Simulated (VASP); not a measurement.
# H24CO11 in VASP: a series of runs, part 2 of 2

VASP 6.6.1. Earlier steps stand in the parts before.

## (3) Single point, PBE+D3(BJ)

This run uses another cell than the first one, of 9.43 Å³/atom, 1.028 times its volume.

INCAR

```
SYSTEM = H24CO11
ALGO = Normal
EDIFF = 1E-6
ENCUT = 520
GGA = PE
ISIF = 2
ISMEAR = -1
IVDW = 12
LASPH = .True.
LCHARG = .True.
LELF = .True.
LREAL = Auto
LVHAR = .True.
LWAVE = .False.
NBANDS = 71
NELM = 80
PREC = Accurate
SIGMA = 0.05
```

KPOINTS

```
k-points
0
Gamma
  1 1 1
  0 0 0
```

POSCAR

```
H24CO11
1.0
    6.9768500000      0.0000000000      0.0000000000
    0.0000000000      6.9768500000      0.0000000000
    0.0000000000      0.0000000000      6.9768500000
O H C
11 24 1
Direct
    0.0779004852      0.6763367422      0.1336419731
   -0.0193927059      0.1520026946      0.7928649749
    0.7953876033      0.8099787153      0.8763410422
    0.4405999842      0.8275797817      0.2692905824
    0.6080107785      0.7151078209      0.6011308828
    0.2274952163      0.6351863663      0.6181442915
    0.4493718512      0.1109096512      0.7546958871
    0.6577323577      0.2922809004      0.9964238876
    0.3185965013      0.2002909623      0.3130352523
    0.8860302285      0.8321950450      0.4581437182
    0.9559041688      0.1643148412      0.2805134122
    0.1099923318      0.5353848800      0.1583809312
    0.0010176512      0.6671635480      0.0121688154
    0.0925919290      0.1277223962      0.8742340741
   -0.0870736794      0.2623963537      0.7976809018
    0.8932254527      0.8890258498      0.9341608319
    0.7460530182      0.7706343120      0.7435160567
    0.4443839268      0.9587134595      0.2167597125
    0.5571998825      0.8157836273      0.3245160782
    0.5362592001      0.8319513821      0.5697126927
    0.7266603123      0.7309029146      0.5224707425
    0.1695750948      0.6203802576      0.7526032522
    0.1216164888      0.6908991880      0.5686090428
    0.4949654930      0.0909579538      0.6191189434
    0.4151157041     -0.0117674882      0.8277231129
    0.6101464128      0.2300895103      0.8667378545
    0.6132136996      0.2004342934      1.0906497918
    0.1828618933      0.1657194866      0.3154718820
    0.3339329354      0.3430774633      0.2912919154
    0.9660950142      0.7382558031      0.4020439023
    0.9185090693      0.9214043587      0.3652651268
    0.6830733067      0.2439353003      0.4069601611
    0.9243139812      0.2489088915      0.1603875675
    0.9081318933      0.3460730846      0.5086249525
    0.8067680974      0.4231852484      0.2985014727
    0.8213162100      0.2917649082      0.3808738901
```

Potentials or basis: VASP PAW PBE potentials, release 64 (O, H, C).

The run is started by

```sh
> cat potpaw_PBE.64/O/POTCAR potpaw_PBE.64/H/POTCAR potpaw_PBE.64/C/POTCAR > POTCAR
> mpirun -np 1 vasp_gam > vasp.out
```

It took 36 s on 1 thread of Intel Xeon 6975P-C (Granite Rapids), shared host; peak memory 0.36 GiB.

It converged, with:

- Free energy: -171.4668 eV
- Pressure: 3.1 GPa
- Largest force: 5.340 eV/Å
- Band gap on the k mesh: 3.43 eV
- Dispersion energy per atom: -0.037 eV

Forces in eV/Å, atoms in the order of the input:
```
O    0.052 -2.464 -0.377
O    2.678 -4.552 -0.792
O   -0.044 -1.477  2.167
O   -3.515  1.217 -2.186
O   -0.642 -0.725  0.182
O    1.855 -2.153  4.043
O   -0.256 -1.110 -0.239
O    0.102 -0.118 -1.286
O    1.941  1.734 -0.395
O    0.792 -0.906  1.232
O   -2.293  2.254 -2.297
H   -0.113  2.042 -0.290
H   -0.358  0.271  0.700
H   -0.607  1.267 -0.392
H   -1.465  3.609  1.225
H   -0.241  0.621 -1.505
H    0.214  0.921  0.758
H   -0.467 -0.381  0.251
H    3.864 -0.870  1.456
H   -0.255 -0.760  0.275
H   -0.649  0.152 -0.236
H    1.419 -0.149 -1.495
H   -3.233  2.329 -2.127
H   -1.032 -0.266  1.454
H    0.983  1.278 -1.696
H    0.143  0.575  2.029
H   -0.213 -0.120 -0.042
H   -0.551  0.446  0.095
H   -0.421 -1.770  0.411
H    0.865 -1.919 -0.941
H    0.105  3.270 -1.995
H   -1.936 -1.384  0.584
H    1.006 -2.573  0.374
H   -1.199 -0.803 -0.367
H   -0.289  0.256 -0.496
C    3.757  2.258  1.919
```

Stress tensor (GPa, compression positive):
```
 6.39 -0.37 -0.12
-0.37  1.42 -0.04
-0.12 -0.04  1.51
```

Levels at points of the mesh, in eV from the valence-band top:
| k point | band 43 | band 44 | band 45 | band 46 | band 47 | band 48 | band 49 | band 50 | band 51 | band 52 |
| --- | --- | --- | --- | --- | --- | --- | --- | --- | --- | --- |
| (0.00, 0.00, 0.00) | -0.95 | -0.75 | -0.47 | -0.27 | 0.00 | 3.43 | 5.48 | 6.04 | 6.28 | 6.68 |

Caveat: the k points lie up to 0.90 Å⁻¹ apart.

## (4) Single point, PBE+D3(BJ)

This run uses another cell than the first one, of 10.87 Å³/atom, 1.185 times its volume.

INCAR

```
PREC     = Accurate       # precision mode
ENCUT    = 520            # plane-wave cutoff, eV
EDIFF    = 1E-7           # SCF threshold, eV
ISMEAR   = -1             # smearing method
SIGMA    = 0.05           # smearing width, eV
LREAL    = Auto         
LASPH    = T              # aspherical terms in the spheres
NELM     = 100            # most SCF steps
ALGO     = Normal         # electronic algorithm
ISIF     = 2              # what is computed and relaxed
LWAVE    = F              # write WAVECAR
LCHARG   = F              # write CHGCAR
GGA      = PE             # functional
IVDW     = 12             # dispersion correction
NBANDS   = 71             # bands
```

KPOINTS

```
Automatic mesh
0
Gamma
  1 1 1
```

POSCAR

```
H24CO11
1.0
    7.3153990000      0.0000000000      0.0000000000
    0.0000000000      7.3153990000      0.0000000000
    0.0000000000      0.0000000000      7.3153990000
O H C
11 24 1
Direct
    0.0970965493      0.6694645090      0.1516663684
   -0.0641523449      0.0814993140      0.8971622737
    0.8239058457      0.7205758702      0.9003063264
    0.4707877178      0.8554010519      0.3651885564
    0.5216803622      0.6752878414      0.7174864966
    0.1443940378      0.6031249970      0.6541406696
    0.4637751133      0.0877600798      0.7166389694
    0.6342784584      0.2469858445      1.0185090383
    0.4305301734      0.2502939348      0.2882822933
    0.9093967397      0.8311098274      0.4588813269
    1.0301830426      0.1510238881      0.3703010595
    0.0598736993      0.5610767096      0.2133308108
   -0.0300872174      0.7243487334      0.1075402722
   -0.0091587622      0.1441616513      0.8017744487
   -0.1450911973      0.1785821935      0.9758046007
    0.8754546403      0.8388606008      0.9285754612
    0.6913771894      0.7372803589      0.9059246119
    0.5046477984      0.9548488059      0.4373103914
    0.3437816584      0.8260109941      0.3389562210
    0.5037455920      0.7358450305      0.5957569778
    0.6397190365      0.6156055193      0.6928125178
    0.2196189162      0.6129809187      0.7608880937
    0.0351177017      0.5425541382      0.6765591323
    0.3536785895      0.1460617527      0.6625339233
    0.4621757474     -0.0618421497      0.7016158654
    0.5143396826      0.2383738741      0.9601800257
    0.6010745279      0.2564180026      1.1480850190
    0.3214452144      0.2766629681      0.2179512013
    0.3910518073      0.3293736951      0.3937994360
    1.0336825100      0.7743528412      0.4645132822
    0.8934030803      0.8900539807      0.5617328597
    0.7838396785      0.3191350192      0.4497088949
    0.9943408418      0.0304699716      0.3533231749
    0.9908003651      0.4334418396      0.4343850554
    0.9283840840      0.3335839918      0.2197282746
    0.9193346802      0.3117670000      0.3613336743
```

The run is started by

```sh
> cat potpaw_PBE.64/O/POTCAR potpaw_PBE.64/H/POTCAR potpaw_PBE.64/C/POTCAR > POTCAR
> mpirun -np 1 vasp_gam > vasp.out
```

It took 46 s on 1 thread of Intel Xeon 6975P-C (Granite Rapids), shared host; peak memory 0.34 GiB.

It converged, with:

```
Free energy                : -172.9737 eV
Pressure                   : 1.0 GPa
Largest force              : 7.575 eV/Å
Band gap on the k mesh     : 3.85 eV
Dispersion energy per atom : -0.031 eV
```

Forces in eV/Å, atoms in the order of the input:
```
O   -1.452  2.045 -0.959
O   -2.059  0.450  3.646
O   -0.157 -0.858  0.408
O    0.454 -3.225 -1.159
O    0.056  0.113 -1.076
O    1.970  0.941 -1.725
O   -0.346 -2.655 -0.649
O    0.425  0.416 -0.063
O   -1.272  1.487  2.205
O    1.725 -3.876 -6.276
O    2.494  3.925  1.817
H   -0.366 -0.847  0.481
H    2.345 -1.473  0.693
H    1.052  1.343 -1.844
H    0.843 -2.073 -2.155
H    0.138  1.224 -0.576
H    0.114  0.148  0.141
H   -0.518  2.247  0.799
H   -0.023  0.884  0.249
H   -0.235 -0.567 -0.093
H   -0.248  0.148  0.361
H    0.209 -0.101  0.729
H   -1.954 -0.841  1.127
H    0.529 -1.126  0.160
H   -0.430  3.897  0.708
H    0.608 -0.405 -0.510
H    0.010  0.147  0.044
H   -0.346 -0.596 -0.753
H    0.989 -0.757 -0.492
H   -1.084  0.249  0.286
H   -0.881  3.199  6.226
H    1.109 -0.773 -1.834
H   -2.220 -2.484 -0.386
H   -0.005 -1.414 -0.803
H   -1.535  1.146 -1.652
C    0.061  0.062  2.924
```

Stress tensor (GPa, compression positive):
```
-0.33  2.65  0.67
 2.65 -0.07 -0.73
 0.67 -0.73  3.28
```

Levels at points of the mesh, in eV from the valence-band top:
```tsv
k point	band 45	band 46	band 47	band 48	band 49	band 50
(0.00, 0.00, 0.00)	-0.37	-0.22	0.00	3.85	6.26	6.32
```

Caveat: the k points lie up to 0.86 Å⁻¹ apart.

## (5) Single point, PBE+D3(BJ)

This run uses another cell than the first one, of 11.85 Å³/atom, 1.291 times its volume.

INCAR

```
SYSTEM = H24CO11
ALGO = Normal
EDIFF = 1E-7
ENCUT = 520
GGA = PE
ISIF = 2
ISMEAR = -1
IVDW = 12
LASPH = .True.
LCHARG = .False.
LREAL = Auto
LWAVE = .False.
NBANDS = 71
NELM = 60
PREC = Accurate
SIGMA = 0.05
```

KPOINTS

```
k-points
0
Gamma
  1 1 1
  0 0 0
```

POSCAR

```
H24CO11
1.0
    7.5277580000      0.0000000000      0.0000000000
    0.0000000000      7.5277580000      0.0000000000
    0.0000000000      0.0000000000      7.5277580000
O H C
11 24 1
Direct
    0.1056091336      0.7565200688      0.2105142062
   -0.0397063774      0.1500845272      0.9172053618
    0.8501867355      0.6785420041      0.8734074608
    0.5244323742      0.9134060898      0.3043269988
    0.4177073705      0.6420902479      0.6641286821
    0.0937862243      0.4925105191      0.6963826414
    0.4316424625      0.0123011393      0.7100254817
    0.6080827784      0.3113277552      0.8870503010
    0.4085280106      0.2892494684      0.2825011112
    0.8935462591      0.8705513647      0.4707643365
    1.0479879932      0.1712196380      0.4214136533
    0.1120253866      0.7286631690      0.3348673005
    0.1869480926      0.8540391442      0.1816211414
   -0.1003353190      0.2488655985      0.8802222388
    0.0157683071      0.1881835202      1.0336410921
    0.9177632969      0.7757555437      0.9233824998
    0.8346973960      0.6167307716      0.9840247256
    0.4436779184      0.9165544376      0.4162593962
    0.4874891037      0.8824406948      0.1937894390
    0.4372085288      0.6155086282      0.5422198748
    0.5125164757      0.5634346906      0.7305893734
    0.2123208530      0.5245785000      0.6873494074
    0.0424296318      0.6142997689      0.7090823058
    0.3303772518      0.0826009550      0.6798571367
    0.4072261622     -0.0912489482      0.7640256236
    0.6073521492      0.2032079140      0.8121275950
    0.5729195864      0.2541128448      1.0085472992
    0.3118591219      0.2139149532      0.3070369690
    0.2950413656      0.3669219972      0.2213540871
    0.8460686435      0.7579414747      0.5499379762
    0.7924670267      0.8980097394      0.3954431054
    0.7897039198      0.2879343358      0.4604425381
    1.0027421179      0.0570820688      0.4381649888
    0.9609766945      0.3984851798      0.3467433464
    0.8337542200      0.2527312913      0.2264419233
    0.8935861116      0.2732420463      0.3548998254
```

The run is started by

```sh
> cat potpaw_PBE.64/O/POTCAR potpaw_PBE.64/H/POTCAR potpaw_PBE.64/C/POTCAR > POTCAR
> mpirun -np 1 vasp_gam > vasp.out
```

Run time: 52 s. Hardware: 1 thread of Intel Xeon 6975P-C (Granite Rapids), shared host; peak memory 0.38 GiB.

The run converged. Its results:

```yaml
Free_energy: -172.8835 eV
Pressure: 0.3 GPa
Largest_force: 6.042 eV/Å
Band_gap_on_the_k_mesh: 3.49 eV
Dispersion_energy_per_atom: -0.028 eV
```

Forces in eV/Å, atoms in the order of the input:
```
O    0.449 -0.100 -1.586
O    2.744 -2.732  2.838
O   -0.294  0.712  0.090
O    1.350  1.181  5.770
O    1.973 -1.333  2.466
O   -3.089  0.597 -0.135
O    2.274  4.137 -2.397
O   -0.506 -1.393  1.928
O   -2.722  3.758 -2.716
O   -1.282 -3.495  2.590
O   -0.191  2.340 -1.804
H   -0.031  0.364  0.574
H   -0.331 -0.383  0.532
H   -1.759  2.943 -1.242
H   -0.722 -0.530 -1.601
H    0.232  0.911 -0.280
H   -0.344 -1.051  0.275
H    1.090 -0.163 -2.527
H   -2.011 -1.131 -2.926
H    0.320 -0.305 -1.250
H   -1.791  1.336 -1.129
H    3.165  0.307 -0.219
H   -0.157 -1.372  0.340
H   -0.978  0.166  0.236
H   -1.423 -4.130  1.786
H   -0.222  0.367  0.051
H    0.453  1.354 -1.980
H   -1.114 -2.728  1.584
H    3.737 -0.735  1.123
H    1.141  3.123 -1.887
H   -0.645 -0.140 -0.263
H    0.360 -0.355 -0.495
H   -0.632 -2.698  0.802
H   -0.204  1.275 -0.127
H   -0.039 -1.142 -0.607
C    1.196  1.046  2.188
```

Stress tensor (GPa, compression positive):
```
-0.39  1.79 -0.55
 1.79  2.76  0.81
-0.55  0.81 -1.57
```

Levels at points of the mesh, in eV from the valence-band top:
| k point | band 45 | band 46 | band 47 | band 48 | band 49 | band 50 |
| --- | --- | --- | --- | --- | --- | --- |
| (0.00, 0.00, 0.00) | -0.38 | -0.22 | 0.00 | 3.49 | 5.54 | 5.82 |

Caveat: the k points lie up to 0.83 Å⁻¹ apart.

## (6) Overview

| cell | gap on the mesh (eV) | pressure (GPa) | largest force (eV/Å) |
| --- | --- | --- | --- |
| a = 6.913 Å, 36 atoms | 3.30 | -0.7 | 4.70 |
| a = 6.977 Å, 36 atoms | 3.43 | 3.1 | 5.34 |
| a = 7.315 Å, 36 atoms | 3.85 | 1.0 | 7.58 |
| a = 7.528 Å, 36 atoms | 3.49 | 0.3 | 6.04 |

Alike in all rows: task single point; level PBE+D3(BJ); potentials or basis VASP PAW PBE potentials, release 64 (O, H, C); no spin polarisation; k mesh 1 × 1 × 1; cutoff (eV) 520; smearing fermi-dirac 0.05 eV.

Caveats: all runs use coarse meshes.

Total energies depend on the potentials used, so only differences within one code and one set of settings carry meaning.
